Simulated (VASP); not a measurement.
# TiO2 (I4/mmm) in VASP: single point with r2SCAN

Aim: the single point of TiO2 with r2SCAN.

All numbers are computed with VASP 6.6.1; they aren't measurements. Logs are shortened: lines on timing, memory, paths and dates and some standing lists are left out, and cuts for length are marked.

## Step 1: The cell of the first run

It takes space group I4/mmm (No. 139, tetragonal). The conventional cell has a = 3.497 Å, b = 3.497 Å, c = 4.759 Å, α = 90.00°, β = 90.00°, γ = 90.00°. Within 2.8 Å of Ti (site symmetry 4/mmm) lie 8 O at 2.11 Å. O (site symmetry -4m2) has 4 Ti at 2.11 Å and 6 O at 2.38 to 2.47 Å within 2.8 Å.

## Step 2: Single point, r2SCAN (epitaxial xy strain +3.2%)

Contents of POSCAR:

```
TiO2
1.0
    0.0000000000      2.4725669993      2.3792659785
    2.4725669993      0.0000000000      2.3792659785
    2.4725669993      2.4725669993      0.0000000000
Ti O
1 2
Direct
    0.0000000000      0.0000000000      0.0000000000
    0.2500000000      0.2500000000      0.2500000000
    0.7500000000      0.7500000000      0.7500000000
```

Contents of INCAR.step1:

```
PREC = Accurate
ENCUT = 1480
ISMEAR = 0
SIGMA = 0.01
LREAL = F
LASPH = T
NELM = 120
NBANDS = 19
GGA = PE
ALGO = Normal
EDIFF = 1E-5
LWAVE = T
LCHARG = F
GGA_COMPAT = F
```

Contents of INCAR.step2:

```
PREC = Accurate
ENCUT = 1480
EDIFF = 1E-6
ISMEAR = 0
SIGMA = 0.01
LREAL = F
LASPH = T
NELM = 120
ALGO = Normal
ISIF = 2
LWAVE = F
LCHARG = F
METAGGA = R2SCAN
LMIXTAU = T
NBANDS = 19
ISTART = 1
GGA_COMPAT = F
```

Contents of KPOINTS:

```
regular mesh
0
Gamma
  10 10 10
```

Potentials or basis: VASP PAW PBE potentials, release 64 (Ti_sv, O_h).

Run with:

```console
$ cat potpaw_PBE.64/Ti_sv/POTCAR potpaw_PBE.64/O_h/POTCAR > POTCAR
$ cp INCAR.step1 INCAR
$ mpirun -np 1 vasp_std > vasp.out
$ cp INCAR.step2 INCAR
$ mpirun -np 1 vasp_std > vasp.out
```

OUTCAR:

```text
PREC = Accurate
   ENCUT = 1480
   EDIFF = 1E-6
   ISMEAR = 0
   LREAL = F
   LASPH = T
   NELM = 120
   ISIF = 2
   METAGGA = R2SCAN
   ISTART = 1

 ion  position               nearest neighbor table
   1  0.000  0.000  0.000-   3 2.11   3 2.11   3 2.11   2 2.11   3 2.11   2 2.11   2 2.11   2 2.11

   2  0.250  0.250  0.250-   1 2.11   1 2.11   1 2.11   1 2.11
   3  0.750  0.750  0.750-   1 2.11   1 2.11   1 2.11   1 2.11

  LATTYP: Found a body centered tetragonal cell.
 ALAT       =     3.4967377843
 C/A-ratio  =     1.3608489542

  Lattice vectors:

 A1 = (   0.0000000000,  -2.4725669993,  -2.3792659785)
 A2 = (   0.0000000000,   2.4725669993,  -2.3792659785)
 A3 = (   2.4725669993,   0.0000000000,   2.3792659785)

Analysis of symmetry for initial positions (statically):
=====================================================================
 Subroutine PRICEL returns:
 Original cell was already a primitive cell.

 Routine SETGRP: Setting up the symmetry group for a
 body centered tetragonal supercell.

 Subroutine GETGRP returns: Found 16 space group operations
 (whereof 16 operations were pure point group operations)
 out of a pool of 16 trial point group operations.

The static configuration has the point symmetry D_4h.

Analysis of symmetry for dynamics (positions and initial velocities):
=====================================================================
 Subroutine PRICEL returns:
 Original cell was already a primitive cell.

 Routine SETGRP: Setting up the symmetry group for a
 body centered tetragonal supercell.

 Subroutine GETGRP returns: Found 16 space group operations
 (whereof 16 operations were pure point group operations)
 out of a pool of 16 trial point group operations.

The dynamic configuration has the point symmetry D_4h.

 Subroutine INISYM returns: Found 16 space group operations
 (whereof 16 operations are pure point group operations),
 and found     1 'primitive' translations

----------------------------------------------------------------------------------------

                                     Primitive cell

  volume of cell :      29.0917

  direct lattice vectors                    reciprocal lattice vectors
     0.000000000  2.472566999  2.379265978    -0.202218989  0.202218989  0.210148846
     2.472566999  0.000000000  2.379265978     0.202218989 -0.202218989  0.210148846
     2.472566999  2.472566999  0.000000000     0.202218989  0.202218989 -0.210148846

  length of vectors
     3.431398281  3.431398281  3.496737784     0.354890937  0.354890937  0.354890937

  position of ions in fractional coordinates (direct lattice)
     0.000000000  0.000000000  0.000000000
     0.250000000  0.250000000  0.250000000
     0.750000000  0.750000000  0.750000000

  ion indices of the primitive-cell ions
   primitive index   ion index
                 1           1
                 2           2
                 3           3

----------------------------------------------------------------------------------------

 KPOINTS: regular mesh

Automatic generation of k-mesh.
 Grid dimensions read from file:
 generate k-points for:   10   10   10

 Generating k-lattice:

  Cartesian coordinates                     Fractional coordinates (reciprocal lattice)
    -0.020221899  0.020221899  0.021014885     0.100000000 -0.000000000  0.000000000
     0.020221899 -0.020221899  0.021014885    -0.000000000  0.100000000  0.000000000
     0.020221899  0.020221899 -0.021014885     0.000000000  0.000000000  0.100000000

  Length of vectors
     0.035489094  0.035489094  0.035489094

  Shift w.r.t. Gamma in fractional coordinates (k-lattice)
     0.000000000  0.000000000  0.000000000

 Subroutine IBZKPT returns following result:
 ===========================================

 Found    102 irreducible k-points:

 Following reciprocal coordinates:
            Coordinates               Weight
  0.000000  0.000000  0.000000      1.000000
  0.100000  0.000000  0.000000      8.000000
  0.200000  0.000000  0.000000      8.000000
  0.300000  0.000000  0.000000      8.000000
  0.400000 -0.000000  0.000000      8.000000
  0.500000  0.000000  0.000000      4.000000
[... 16 lines left out ...]
  0.300000  0.300000  0.000000      2.000000
  0.400000  0.300000  0.000000      8.000000
 [... further k-points ...]
   k-points           NKPTS =    102   k-points in BZ     NKDIM =    102   number of bands    NBANDS=     19
   number of dos      NEDOS =    301   number of ions     NIONS =      3
   total plane-waves  NPLWV = 110592
   dimension x,y,z NGX =    48 NGY =   48 NGZ =   48
   dimension x,y,z NGXF=    96 NGYF=   96 NGZF=   96
   ions per type =               1   2
   NGX,Y,Z   is equivalent  to a cutoff of  23.26, 23.26, 22.82 a.u.
   NGXF,Y,Z  is equivalent  to a cutoff of  46.51, 46.51, 45.64 a.u.
 SYSTEM =  unknown system
   PREC   = accura    normal or accurate (medium, high low for compatibility)
   ISTART =      1    job   : 0-new  1-cont  2-samecut
   ICHARG =      0    charge: 1-file 2-atom 10-const
   ISPIN  =      1    spin polarized calculation?
   LNONCOLLINEAR =      F non collinear calculations
   LSORBIT =      F    spin-orbit coupling
   LASPH  =      T    aspherical Exc in radial PAW
   ENCUT  = 1480.0 eV 108.78 Ry   10.43 a.u.  10.76 10.76 10.97*2*pi/ulx,y,z
   NELM   =    120;   NELMIN=  2; NELMDL=  0     # of ELM steps
   EDIFF  = 0.1E-05   stopping-criterion for ELM
   LREAL  =      F    real-space projection
   EDIFFG = 0.1E-04   stopping-criterion for IOM
   NSW    =      0    number of steps for IOM
   IBRION =     -1    ionic relax: 0-MD 1-quasi-New 2-CG
   NFREE  =      0    steps in history (QN), initial steepest desc. (CG)
   ISIF   =      2    stress and relaxation
   ISYM   =      2    0-nonsym 1-usesym 2-fastsym
   POTIM  = 0.5000    time-step for ionic-motion
   TEBEG  =    0.0;   TEEND  =   0.0 temperature during run
   PSTRESS=    0.0 pullay stress
   NELECT =      24.0000    total number of electrons
   NUPDOWN=      -1.0000    fix difference up-down
   EMIN   =  10.00;   EMAX   =-10.00  energy-range for DOS
   EFERMI =   0.00;   METHOD = LEGACY
   ISMEAR =     0;   SIGMA  =   0.01  broadening in eV -4-tet -1-fermi 0-gaus
   EFERMI_NEDOS =   21; number of points for ismear=-14 and -15
   IALGO  =     38    algorithm
   IMIX   =      4    mixing-type and parameters
     AMIX     =   0.40;   BMIX     =  1.00
     AMIX_MAG =   1.60;   BMIX_MAG =  1.00
  volume/ion in A,a.u.               =       9.70        65.44
  Fermi-wavevector in a.u.,A,eV,Ry     =   1.535402  2.901490 32.075196  2.357460
  Thomas-Fermi vector in A             =   2.642196
   LORBIT       =      0    0 simple, 1 ext, 2 COOP (PROOUT), +10 PAW based schemes
   METAGGA = R2SCAN    functional components
   LHFCALC =     F    Hartree Fock is set to
   AEXX    =    0.0000 exact exchange contribution
   IVDW    =     0    specifies the selected vdW correction
   LEPSILON=     F    determine dielectric tensor
   LRPA    =     F    only Hartree local field effects (RPA)
 non-spin polarized calculation
 Gauss-broadening in eV      SIGMA  =   0.01
  energy-cutoff  :     1480.00
  volume of cell :       29.09
 maximum number of plane-waves:      3787
 NGX is ok and might be reduce to    48
   NGX = 21   NGY = 21   NGZ = 21

 number of electron      24.0000000 magnetization

 Free energy of the ion-electron system (eV)
  ---------------------------------------------------
  ext. energy  EPLUGINS =         0.00000000
  ---------------------------------------------------
  free energy    TOTEN  =       -34.03135801 eV

  energy without entropy =      -34.03135801  energy(sigma->0) =      -34.03135801

 E-fermi :   7.4665     XC(G=0): -12.7334

 val. band max:        7.2608922825   @ k =   0.5000   0.5000   0.0000
 cond. band min:       8.3559640263   @ k =   0.0000   0.0000   0.0000
 fundamental gap:      1.0950717438
 Fermi energy:         7.4665097745

 k-point     1 :       0.0000    0.0000    0.0000
  band No.  band energies     occupation
      1     -53.1764      2.00000
      2     -28.2126      2.00000
      3     -28.2026      2.00000
      4     -28.2026      2.00000
      5     -13.4082      2.00000
      6      -9.9078      2.00000
[... 11 lines left out ...]
     18      14.7679      0.00000
     19      21.5620      0.00000

 k-point     2 :       0.1000    0.0000    0.0000
  band No.  band energies     occupation
      1     -53.1747      2.00000
      2     -28.2274      2.00000
      3     -28.2097      2.00000
      4     -28.2053      2.00000
      5     -13.2998      2.00000
      6     -10.0321      2.00000
[... 11 lines left out ...]
     18      15.1270      0.00000
     19      21.4879      0.00000

 k-point     3 :       0.2000    0.0000    0.0000
  band No.  band energies     occupation
      1     -53.1703      2.00000
      2     -28.2780      2.00000
      3     -28.2159      2.00000
      4     -28.2122      2.00000
      5     -13.0021      2.00000
      6     -10.3493      2.00000
[... 11 lines left out ...]
     18      16.0518      0.00000
     19      21.2532      0.00000

 k-point     4 :       0.3000    0.0000    0.0000
  band No.  band energies     occupation
      1     -53.1649      2.00000
      2     -28.3405      2.00000
      3     -28.2225      2.00000
      4     -28.2208      2.00000
      5     -12.5898      2.00000
      6     -10.7453      2.00000
[... 407 lines left out ...]
     18      17.4344      0.00000
     19      21.5713      0.00000

 k-point    23 :       0.3000    0.3000    0.0000
  band No.  band energies     occupation
      1     -53.1601      2.00000
      2     -28.3534      2.00000
      3     -28.2452      2.00000
      4     -28.2452      2.00000
      5     -12.2391      2.00000
      6     -11.0164      2.00000
[... 11 lines left out ...]
     18      16.9450      0.00000
     19      20.9813      0.00000

 k-point    24 :       0.4000    0.3000    0.0000
  band No.  band energies     occupation
      1     -53.1565      2.00000
      2     -28.3809      2.00000
      3     -28.2595      2.00000
      4     -28.2529      2.00000
      5     -11.9245      2.00000
      6     -11.2361      2.00000
[... 11 lines left out ...]
     18      17.6367      0.00000
     19      21.1869      0.00000

 [... further k-points ...]

------------------------ aborting loop because EDIFF is reached ----------------------------------------

  FORCE on cell =-STRESS in cart. coord.  units (eV):
  Direction    XX          YY          ZZ          XY          YZ          ZX
  --------------------------------------------------------------------------------------
  -------------------------------------------------------------------------------------
  Total       -3.4582954     -3.4582954      0.2223241      0.0000000      0.0000000      0.0000000
  in kB     -190.4598939   -190.4598939     12.2441295      0.0000000      0.0000000      0.0000000
  external PRESSURE =    -122.8918861 kB  Pullay stress =       0.0000000 kB

 VOLUME and BASIS-vectors are now :
 -----------------------------------------------------------------------------
  energy-cutoff  :     1480.00
  volume of cell :       29.09
      direct lattice vectors                 reciprocal lattice vectors
     0.000000000  2.472566999  2.379265978    -0.202218989  0.202218989  0.210148846
     2.472566999  0.000000000  2.379265978     0.202218989 -0.202218989  0.210148846
     2.472566999  2.472566999  0.000000000     0.202218989  0.202218989 -0.210148846

 POSITION                                       TOTAL-FORCE (eV/Angst)
 -----------------------------------------------------------------------------------
      0.00000      0.00000      0.00000        -0.000000      0.000000     -0.000000
      1.23628      1.23628      1.18963        -0.000000     -0.000000      0.000000
      3.70885      3.70885      3.56890         0.000000      0.000000     -0.000000
 -----------------------------------------------------------------------------------
    total drift:                               -0.000000     -0.000000      0.000000

  FREE ENERGIE OF THE ION-ELECTRON SYSTEM (eV)
  ---------------------------------------------------
  free  energy   TOTEN  =       -34.0313580117 eV

  energy  without entropy=      -34.0313580117  energy(sigma->0) =      -34.03135801
```

Run time: 40 min. Hardware: 1 thread of AMD EPYC 7R43 (Zen 3), shared host; peak memory 0.51 GiB.

Results:

```yaml
Free_energy: -34.0314 eV
Pressure: -12.3 GPa
Band_gap_on_the_k_mesh: 1.10 eV (least direct gap 1.82 eV)
```

Caveat: the cell differs from its parent crystal (epitaxial xy strain +3.2%); the stress differs along the axes, from -19 to 1 GPa; the structure was generated, so it needn't be the stable form of TiO2; the PAW data sets were made with another functional, which shifts forces and pressure a little.
